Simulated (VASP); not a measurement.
The system is Ga.

```
Ga
1.0
     1.38300   -4.02650    0.00000
     1.38300    4.02650    0.00000
    -0.11745    0.00000    3.32993
Ga
2
Direct
  0.13100 0.86900 0.75000
  0.86900 0.13100 0.25000
```

Base run:

```yaml
Program: VASP 6.6.1
Functional: PBE
Potentials_or_basis: VASP PAW PBE potentials, release 64 (Ga_d)
Cutoff: 520 eV
k_mesh: 10 × 10 × 8
Occupations: fermi-dirac, width 0.05 eV
Spin: no spin polarisation
```

Its results: band gap on the k mesh zero (band 13 reaches 9.65 eV, above the bottom of band 14 at 1.26 eV); pressure 1.5 GPa; largest force 0.204 eV/Å.

Q: The run is repeated on the same cell with these changes: functional from PBE to RPBE. What comes out?

A: Band gap on the k mesh zero (band 13 reaches 9.79 eV, above the bottom of band 14 at 1.38 eV); pressure 3.6 GPa; largest force 0.211 eV/Å.

RPBE binds less tightly than PBE, so the same cell stands under more pressure.

Caveats: the PAW data sets were made with another functional, which shifts forces and pressure a little (some runs).
